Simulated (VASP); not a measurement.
# LuGe3O (P4/mmm) in VASP: notebook

Runs on LuGe3O. Level: PBE. Tasks: relaxation of cell and atoms, single point.

All numbers are computed with VASP 6.6.1; they aren't measurements. Logs are shortened: lines on timing, memory, paths and dates and some standing lists are left out, and cuts for length are marked.

## Step 1: The cell of the first run

It takes space group P4/mmm (No. 123, tetragonal). The conventional cell has a = 3.189 Å, b = 3.189 Å, c = 9.069 Å, α = 90.00°, β = 90.00°, γ = 90.00°. Within 3.0 Å of Lu (site symmetry 4/mmm) lie 4 O at 2.26 Å. Within 3.6 Å of Ge (site symmetry 4mm) lie 1 O at 2.76 Å and 9 Ge at 2.87 to 3.56 Å and 4 Lu at 3.56 Å. Ge (site symmetry 4/mmm) has 12 Ge at 2.87 to 3.19 Å within 3.8 Å. O (site symmetry 4/mmm) has 4 Lu at 2.26 Å and 2 Ge at 2.76 Å within 3.0 Å.

The cell was built from a structure type or drawn by symmetry, and may not be a known phase.

## Step 2: Relaxation of cell and atoms, PBE

Input file INCAR:

```
PREC = Accurate ; ENCUT = 600
EDIFF = 1E-7 ; ISMEAR = 0
SIGMA = 0.1 ; LREAL = F
LASPH = T ; NELM = 60
ALGO = Normal ; ISIF = 3
LWAVE = F ; LCHARG = F
GGA = PE ; IBRION = 2
NSW = 90 ; EDIFFG = -0.04
```

Input file KPOINTS:

```
Automatic mesh
0
Gamma
  6 6 2
```

Input file POSCAR:

```
LuGe3O
1.0
    3.1890626350      0.0000000000      0.0000000000
    0.0000000000      3.1890626350      0.0000000000
    0.0000000000      0.0000000000      9.0688874591
Lu Ge O
1 3 1
Direct
    0.0000000000      0.0000000000      0.0000000000
    0.5000000000      0.5000000000      0.3039415116
    0.5000000000      0.5000000000      0.6960584884
    0.0000000000      0.0000000000      0.5000000000
    0.5000000000      0.5000000000      0.0000000000
```

Potentials or basis: VASP PAW PBE potentials, release 64 (Lu, Ge_d, O).

Launch:

```bash
$ cat potpaw_PBE.64/Lu/POTCAR potpaw_PBE.64/Ge_d/POTCAR potpaw_PBE.64/O/POTCAR > POTCAR
$ mpirun -np 1 vasp_std > vasp.out
```

OUTCAR:

```text
PREC = Accurate
   ENCUT = 600
   EDIFF = 1E-7
   ISMEAR = 0
   LREAL = F
   LASPH = T
   NELM = 60
   ISIF = 3
   GGA = PE
   IBRION = 2
   NSW = 90
   EDIFFG = -0.04

 ion  position               nearest neighbor table
   1  0.000  0.000  0.000-   5 2.26   5 2.26   5 2.26   5 2.26
   2  0.500  0.500  0.304-   4 2.87   4 2.87   4 2.87   4 2.87
   3  0.500  0.500  0.696-   4 2.87   4 2.87   4 2.87   4 2.87
   4  0.000  0.000  0.500-   2 2.87   3 2.87   2 2.87   3 2.87   2 2.87   3 2.87   2 2.87   3 2.87

   5  0.500  0.500  0.000-   1 2.26   1 2.26   1 2.26   1 2.26

  LATTYP: Found a simple tetragonal cell.
 ALAT       =     3.1890626350
 C/A-ratio  =     2.8437470495

  Lattice vectors:

 A1 = (   3.1890626350,   0.0000000000,   0.0000000000)
 A2 = (   0.0000000000,   3.1890626350,   0.0000000000)
 A3 = (   0.0000000000,   0.0000000000,   9.0688874591)

Analysis of symmetry for initial positions (statically):
=====================================================================
 Subroutine PRICEL returns:
 Original cell was already a primitive cell.

 Routine SETGRP: Setting up the symmetry group for a
 simple tetragonal supercell.

 Subroutine GETGRP returns: Found 16 space group operations
 (whereof 16 operations were pure point group operations)
 out of a pool of 16 trial point group operations.

The static configuration has the point symmetry D_4h.

Analysis of symmetry for dynamics (positions and initial velocities):
=====================================================================
 Subroutine PRICEL returns:
 Original cell was already a primitive cell.

 Routine SETGRP: Setting up the symmetry group for a
 simple tetragonal supercell.

 Subroutine GETGRP returns: Found 16 space group operations
 (whereof 16 operations were pure point group operations)
 out of a pool of 16 trial point group operations.

The dynamic configuration has the point symmetry D_4h.

 Subroutine INISYM returns: Found 16 space group operations
 (whereof 16 operations are pure point group operations),
 and found     1 'primitive' translations

----------------------------------------------------------------------------------------

                                     Primitive cell

  volume of cell :      92.2317

  direct lattice vectors                    reciprocal lattice vectors
[... 77 lines left out ...]
   NGXF,Y,Z  is equivalent  to a cutoff of  29.19, 29.19, 26.40 a.u.
 SYSTEM =  unknown system
   PREC   = accura    normal or accurate (medium, high low for compatibility)
   ISTART =      0    job   : 0-new  1-cont  2-samecut
   ICHARG =      2    charge: 1-file 2-atom 10-const
   ISPIN  =      1    spin polarized calculation?
   LNONCOLLINEAR =      F non collinear calculations
   LSORBIT =      F    spin-orbit coupling
   LASPH  =      T    aspherical Exc in radial PAW
   ENCUT  =  600.0 eV  44.10 Ry    6.64 a.u.   6.37  6.37 18.11*2*pi/ulx,y,z
   NELM   =     60;   NELMIN=  2; NELMDL= -5     # of ELM steps
   EDIFF  = 0.1E-06   stopping-criterion for ELM
   LREAL  =      F    real-space projection
   EDIFFG = -.4E-01   stopping-criterion for IOM
   NSW    =     90    number of steps for IOM
   IBRION =      2    ionic relax: 0-MD 1-quasi-New 2-CG
   NFREE  =      1    steps in history (QN), initial steepest desc. (CG)
   ISIF   =      3    stress and relaxation
   ISYM   =      2    0-nonsym 1-usesym 2-fastsym
   POTIM  = 0.5000    time-step for ionic-motion
   TEBEG  =    0.0;   TEEND  =   0.0 temperature during run
   PSTRESS=    0.0 pullay stress
   NELECT =      73.0000    total number of electrons
   NUPDOWN=      -1.0000    fix difference up-down
   EMIN   =  10.00;   EMAX   =-10.00  energy-range for DOS
   EFERMI =   0.00;   METHOD = LEGACY
   ISMEAR =     0;   SIGMA  =   0.10  broadening in eV -4-tet -1-fermi 0-gaus
   EFERMI_NEDOS =   21; number of points for ismear=-14 and -15
   IALGO  =     38    algorithm
   IMIX   =      4    mixing-type and parameters
     AMIX     =   0.40;   BMIX     =  1.00
     AMIX_MAG =   1.60;   BMIX_MAG =  1.00
  volume/ion in A,a.u.               =      18.45       124.48
  Fermi-wavevector in a.u.,A,eV,Ry     =   1.514337  2.861681 31.201088  2.293215
  Thomas-Fermi vector in A             =   2.624008
   LORBIT       =      0    0 simple, 1 ext, 2 COOP (PROOUT), +10 PAW based schemes
   GGA     = PE    functional components
   LHFCALC =     F    Hartree Fock is set to
   AEXX    =    0.0000 exact exchange contribution
   IVDW    =     0    specifies the selected vdW correction
   LEPSILON=     F    determine dielectric tensor
   LRPA    =     F    only Hartree local field effects (RPA)
 conjugate gradient relaxation of ions
 non-spin polarized calculation
 Gauss-broadening in eV      SIGMA  =   0.10
  energy-cutoff  :      600.00
  volume of cell :       92.23
 maximum number of plane-waves:      3100
 NGX is ok and might be reduce to    28
   NGX = 13   NGY = 13   NGZ = 37

--------------------------------------- Ionic step        1  -------------------------------------------

 number of electron      73.0000010 magnetization

 Free energy of the ion-electron system (eV)
  ---------------------------------------------------
  ext. energy  EPLUGINS =         0.00000000
  ---------------------------------------------------
  free energy    TOTEN  =       -26.96388004 eV

  energy without entropy =      -26.95456778  energy(sigma->0) =      -26.95922391

------------------------ aborting loop because EDIFF is reached ----------------------------------------

  FORCE on cell =-STRESS in cart. coord.  units (eV):
  Direction    XX          YY          ZZ          XY          YZ          ZX
  --------------------------------------------------------------------------------------
  -------------------------------------------------------------------------------------
  Total        0.1170082      0.1170082      0.4618586      0.0000000      0.0000000      0.0000000
  in kB        2.0325766      2.0325766      8.0230500      0.0000000      0.0000000      0.0000000
  external PRESSURE =       4.0294011 kB  Pullay stress =       0.0000000 kB
[... 221 lines left out ...]
--------------------------------------- Ionic step        7  -------------------------------------------

 number of electron      73.0000045 magnetization

 Free energy of the ion-electron system (eV)
  ---------------------------------------------------
  ext. energy  EPLUGINS =         0.00000000
  ---------------------------------------------------
  free energy    TOTEN  =       -27.04228837 eV

  energy without entropy =      -27.03437953  energy(sigma->0) =      -27.03833395

 E-fermi :   5.3328     XC(G=0): -10.8813

 val. band max:        5.3318202217   @ k =   0.1667   0.0000   0.5000
 cond. band min:       5.3931129241   @ k =   0.1667   0.0000   0.0000
 fundamental gap:      0.0612927024
 Fermi energy:         5.3327643803

 k-point     1 :       0.0000    0.0000    0.0000
  band No.  band energies     occupation
      1     -51.9268      2.00000
      2     -22.7596      2.00000
      3     -22.3620      2.00000
      4     -22.3620      2.00000
      5     -19.4521      2.00000
      6     -19.4408      2.00000
[... 941 lines left out ...]
  FREE ENERGIE OF THE ION-ELECTRON SYSTEM (eV)
  ---------------------------------------------------
  free  energy   TOTEN  =       -27.0422883715 eV

  energy  without entropy=      -27.0343795270  energy(sigma->0) =      -27.03833395

 reached required accuracy - stopping structural energy minimisation
```

OSZICAR:

```text
N       E                     dE             d eps       ncg     rms          rms(c)
DAV:   1     0.730710441590E+03    0.73071E+03   -0.35082E+04  2292   0.585E+03
DAV:   2     0.122156717951E+03   -0.60855E+03   -0.59152E+03  1848   0.101E+03
DAV:   3    -0.145145065479E+02   -0.13667E+03   -0.13402E+03  1756   0.264E+02
[... 96 lines left out ...]
DAV:   7    -0.270423051841E+02   -0.21250E-03   -0.18756E-03  2993   0.452E-01    0.429E-02
DAV:   8    -0.270422840333E+02    0.21151E-04   -0.23433E-04  2750   0.352E-01    0.204E-02
DAV:   9    -0.270422887495E+02   -0.47162E-05   -0.76878E-05  2446   0.112E-01    0.104E-02
DAV:  10    -0.270422884198E+02    0.32968E-06   -0.19149E-05  2661   0.485E-02    0.456E-03
DAV:  11    -0.270422883141E+02    0.10573E-06   -0.28279E-06  1865   0.126E-02    0.175E-03
DAV:  12    -0.270422883715E+02   -0.57335E-07   -0.63298E-07  2177   0.105E-02
   7 F= -.27042288E+02 E0= -.27038334E+02  d E =-.383489E-02
```

CONTCAR:

```text
LuGe3O
   1.00000000000000
     3.1966869702537175    0.0000000000000000    0.0000000000000000
     0.0000000000000000    3.1966869702537175   -0.0000000000000000
    -0.0000000000000000    0.0000000000000000    9.3190331219458571
  Lu              Ge              O
     1     3     1
Direct
     0.0000000000000000    0.0000000000000000    0.0000000000000000
     0.5000000000000000    0.5000000000000000    0.3203692523374466
     0.5000000000000000    0.5000000000000000    0.6796307476625535
     0.0000000000000000    0.0000000000000000    0.5000000000000000
     0.5000000000000000    0.5000000000000000    0.0000000000000000

  0.00000000E+00  0.00000000E+00  0.00000000E+00
  0.00000000E+00  0.00000000E+00  0.00000000E+00
  0.00000000E+00  0.00000000E+00  0.00000000E+00
  0.00000000E+00  0.00000000E+00  0.00000000E+00
  0.00000000E+00  0.00000000E+00  0.00000000E+00
```

It took 9.4 min on 1 thread of Intel Xeon 6975P-C (Granite Rapids), shared host; peak memory 0.3 GiB.

What came out:

- Free energy: -27.0423 eV
- Relaxed volume: 19.05 Å³/atom
- Relaxed cell: a = 3.197 Å, b = 3.197 Å, c = 9.319 Å, α = 90.00°, β = 90.00°, γ = 90.00°
- Space group after relaxing (to 0.1 Å): P4/mmm (No. 123)
- Energy gained by relaxing: 15.7 meV/atom
- Ionic steps: 7
- Pressure after relaxing: 0.0 GPa
- Largest force after relaxing: 0.012 eV/Å
- Band gap on the k mesh: zero (an odd number of electrons rules out a gap without spin polarisation)

Forces in eV/Å, atoms in the order of the input:
```
Lu   0.000  0.000  0.000
Ge   0.000  0.000 -0.012
Ge   0.000  0.000  0.012
Ge   0.000  0.000  0.000
O    0.000  0.000  0.000
```

Step by step:
```
step  energy change (eV)  largest force (eV/Å)  pressure (GPa)  volume (Å³)
   1              0.0000                0.4781            0.40        92.23
   2             -0.0223                0.4152            0.07        92.85
   3             -0.0652                0.2117           -0.63        94.73
   4             -0.0428                0.2846           -1.37        98.53
   5             -0.0746                0.0465           -0.94        96.01
   6             -0.0594                0.1463            2.15        93.53
   7             -0.0784                0.0117           -0.03        95.23
```

Final structure:
```
Lu Ge O
1.0
     3.19669    0.00000    0.00000
     0.00000    3.19669    0.00000
     0.00000    0.00000    9.31903
Lu Ge O
1 3 1
Direct
  0.00000 0.00000 0.00000
  0.50000 0.50000 0.32037
  0.50000 0.50000 0.67963
  0.00000 0.00000 0.50000
  0.50000 0.50000 0.00000
```

Levels at points of the mesh, in eV from the Fermi level:
| k point | band 33 | band 34 | band 35 | band 36 | band 37 | band 38 | band 39 | band 40 |
| --- | --- | --- | --- | --- | --- | --- | --- | --- |
| (0.00, 0.00, 0.00) | -3.90 | -0.98 | -0.84 | -0.06 | 0.95 | 0.95 | 3.02 | 3.02 |
| (0.50, 0.00, 0.00) | -5.24 | -4.74 | -3.05 | -1.51 | 1.37 | 2.55 | 3.08 | 3.87 |
| (0.50, 0.50, 0.00) | -4.54 | -4.54 | -3.93 | -2.10 | -2.10 | -0.08 | -0.03 | 0.97 |
| (0.00, 0.00, 0.50) | -3.90 | -2.74 | -0.98 | 0.91 | 0.91 | 1.70 | 2.71 | 3.29 |
| (0.50, 0.00, 0.50) | -5.71 | -4.77 | -2.18 | -0.99 | 0.78 | 0.80 | 2.96 | 4.17 |
| (0.50, 0.50, 0.50) | -4.69 | -4.69 | -4.27 | -1.75 | -1.75 | -0.31 | -0.09 | -0.09 |

Caveat: spin-orbit coupling is left out, which moves the levels of the heavy elements; an odd number of electrons without spin polarisation forces a metal; a magnetic or distorted state may lie lower.

## Step 3: Relaxation of cell and atoms, PBE

This run uses another cell than the first one, of 19.00 Å³/atom.

Input file INCAR:

```
SYSTEM = LuGe3O
PREC     = Accurate       ! precision mode
ENCUT    = 600            ! plane-wave cutoff, eV
EDIFF    = 1E-7           ! SCF threshold, eV
ISMEAR   = 0              ! smearing method
SIGMA    = 0.1            ! smearing width, eV
LREAL    = .False.        ! projectors in reciprocal space
LASPH    = .True.         ! aspherical terms in the spheres
NELM     = 100            ! most SCF steps
ALGO     = Normal         ! electronic algorithm
ISIF     = 3              ! what is computed and relaxed
LWAVE    = .False.        ! write WAVECAR
LCHARG   = .False.        ! write CHGCAR
GGA      = PE             ! functional
IBRION   = 2              ! ionic algorithm
NSW      = 90             ! ionic steps
EDIFFG   = -0.04          ! ionic threshold
```

Input file KPOINTS:

```
regular mesh
0
Gamma
  4 4 4
  0 0 0
```

Input file POSCAR:

```
LuGe3O
1.0
    3.8139084400      0.0000000000      0.0000000000
    0.0000000000      3.8139084400      0.0000000000
    0.0000000000      0.0000000000      6.5307976800
Lu Ge O
1 3 1
Direct
    0.0000000000      0.0000000000      0.0000000000
    0.5000000000      0.5000000000      0.3206239200
    0.5000000000      0.5000000000      0.6793760800
    0.0000000000      0.0000000000      0.5000000000
    0.5000000000      0.5000000000      0.0000000000
```

Potentials or basis: VASP PAW PBE potentials, release 64 (Lu, Ge_d, O).

Launch:

```bash
$ cat potpaw_PBE.64/Lu/POTCAR potpaw_PBE.64/Ge_d/POTCAR potpaw_PBE.64/O/POTCAR > POTCAR
$ mpirun -np 1 vasp_std > vasp.out
```

It took 42 min on 1 thread of Intel Xeon 6975P-C (Granite Rapids), shared host; peak memory 0.31 GiB.

The run converged. Its results:

```yaml
Free_energy: -27.0045 eV
Relaxed_volume: 18.55 Å³/atom
Relaxed_cell: a = 3.148 Å, b = 3.148 Å, c = 9.363 Å, α = 90.00°, β = 90.00°, γ = 90.00°
Space_group_after_relaxing_to_0.1_Å: P4/mmm (No. 123)
Pressure_after_relaxing: -0.2 GPa
Largest_force_after_relaxing: 0.011 eV/Å
Band_gap_on_the_k_mesh: zero (an odd number of electrons rules out a gap without spin polarisation)
```

Forces in eV/Å, atoms in the order of the input:
```
Lu   0.000  0.000  0.000
Ge   0.000  0.000 -0.011
Ge   0.000  0.000  0.011
Ge   0.000  0.000  0.000
O    0.000  0.000  0.000
```

Stress tensor (GPa, compression positive):
```
-0.26  0.00  0.00
 0.00 -0.26  0.00
 0.00  0.00 -0.15
```

Final structure:
```
Lu Ge O
1.0
     3.14766    0.00000    0.00000
     0.00000    3.14766    0.00000
     0.00000    0.00000    9.36293
Lu Ge O
1 3 1
Direct
  0.00000 0.00000 0.00000
  0.50000 0.50000 0.29718
  0.50000 0.50000 0.70283
  0.00000 0.00000 0.50000
  0.50000 0.50000 0.00000
```

Levels at points of the mesh, in eV from the Fermi level:
| k point | band 33 | band 34 | band 35 | band 36 | band 37 | band 38 | band 39 | band 40 |
| --- | --- | --- | --- | --- | --- | --- | --- | --- |
| (0.00, 0.00, 0.00) | -3.77 | -1.19 | -0.94 | -0.15 | 1.76 | 1.76 | 3.09 | 3.09 |
| (0.50, 0.00, 0.00) | -5.34 | -4.70 | -3.39 | -2.18 | 1.18 | 2.09 | 3.24 | 4.12 |
| (0.50, 0.50, 0.00) | -4.05 | -4.05 | -3.84 | -2.27 | -2.27 | 0.13 | 0.20 | 1.23 |
| (0.00, 0.00, 0.50) | -3.77 | -3.23 | -0.94 | 1.66 | 1.66 | 1.95 | 2.97 | 3.76 |
| (0.50, 0.00, 0.50) | -5.37 | -4.75 | -2.31 | -1.77 | 0.30 | 0.71 | 3.11 | 4.52 |
| (0.50, 0.50, 0.50) | -4.20 | -4.20 | -4.19 | -1.75 | -1.75 | -0.41 | -0.41 | -0.14 |

Caveat: the k points lie up to 0.50 Å⁻¹ apart in the final cell, too coarse for converged energies and pressures of a metal; a cell axis changed by over 15 % at a fixed basis, so the end point is rough; spin-orbit coupling is left out, which moves the levels of the heavy elements; an odd number of electrons without spin polarisation forces a metal; a magnetic or distorted state may lie lower.

[end of part 1 of 2]
